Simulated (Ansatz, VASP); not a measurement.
Given: the input of a run of VASP 6.6.1 on Sc.

File INCAR:

```
SYSTEM = Sc
  PREC = Accurate
  ENCUT = 520
  EDIFF = 1E-6
  ISMEAR = -1
  SIGMA = 0.05
  LREAL = .FALSE.
  LASPH = .TRUE.
  NELM = 60
  ALGO = Fast
  ISIF = 2
  LWAVE = .FALSE.
  LCHARG = .TRUE.
  GGA = PE
  LELF = .TRUE.
  LVHAR = .TRUE.
  NBANDS = 18
```

Contents of KPOINTS:

```
Automatic mesh
0
G
  8 8 4
  0 0 0
```

Contents of POSCAR:

```
Sc
1.0
    3.4413600000      0.0000000000      0.0000000000
   -1.7206800000      2.9803051835      0.0000000000
    0.0000000000      0.0000000000      5.2733000000
Sc
2
Direct
    0.6666666667      0.3333333333      0.7500000000
    0.3333333333      0.6666666667      0.2500000000
```

Potentials or basis: VASP PAW PBE potentials, release 64 (Sc_sv).

Command:

```console
$ cat potpaw_PBE.64/Sc_sv/POTCAR > POTCAR
$ mpirun -np 1 vasp_std > vasp.out
```

Task: Translate it to Ansatz 0.2.0. Potentials there: Ansatz PAW.

Result: As run (the cutoff follows the program's own potentials):

Contents of input.yaml:

```yaml
crystal:
  lattice:
    - [3.44136, 0.0, 0.0]
    - [-1.72068, 2.9803051835, 0.0]
    - [0.0, 0.0, 5.2733]
  atoms:
    - { symbol: Sc, position: [0.6666666667, 0.3333333333, 0.75] }
    - { symbol: Sc, position: [0.3333333333, 0.6666666667, 0.25] }
hamiltonian:
  xc: pbe
  pseudopotentials: { kind: paw }
kpoints:
  mp_grid: { grid: [8, 8, 4] }
scf:
  occupations: { method: fermi_dirac, width: 0.05 }
output:
  forces: true
  stress: true
  eigenvalues: true
```

Potentials or basis: Ansatz PAW.

The run is started by

```sh
$ ansatz run input.yaml --threads 2 --pin off --max-ram 5632MiB --backend cpu --events-out ev --progress --plain --runs-dir out
```

Both were run:

|  | VASP | Ansatz | Ansatz less VASP |
| --- | --- | --- | --- |
| gap on the k mesh at the Fermi level (eV) | none | none | - |
| pressure (GPa) | -4.4 | -4.4 | -0.02 |
| traceless stress, the component that is largest in VASP (GPa) | 0.68 | 0.68 | -0.002 |

A gap of «none» marks a metal or a gap that the smearing closes.
